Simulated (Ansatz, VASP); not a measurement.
## Hf in VASP and in Ansatz

```
Hf
1.0
     0.00000    2.23658    2.23658
     2.23658    0.00000    2.23658
     2.23658    2.23658    0.00000
Hf
1
Direct
  0.00000 0.00000 0.00000
```

Alike in both runs: task single point; functional LDA; k mesh 20 × 20 × 20; occupations gaussian, width 0.15 eV; no spin polarisation.

```csv
,VASP,Ansatz
version,VASP 6.6.1,Ansatz 0.2.0
potentials or method,"VASP PAW LDA potentials, release 64 (Hf_pv), cutoff 520 eV","scalar-relativistic, plane waves, PAW"
valence electrons in the cell,10,26
```

|  | VASP | Ansatz | Ansatz less VASP |
| --- | --- | --- | --- |
| gap on the k mesh at the Fermi level (eV) | none | none | - |
| pressure (GPa) | -7.7 | -7.7 | +0.03 |

LDA's correlation is that of Perdew and Zunger in VASP and of Perdew and Wang (1992) in Ansatz. A gap of «none» marks a metal or a gap that the smearing closes. VASP's potentials hold 10 valence electrons a cell and Ansatz's 26, so a difference there can come from the potentials and not from the codes.

Neither program's run includes spin-orbit coupling.
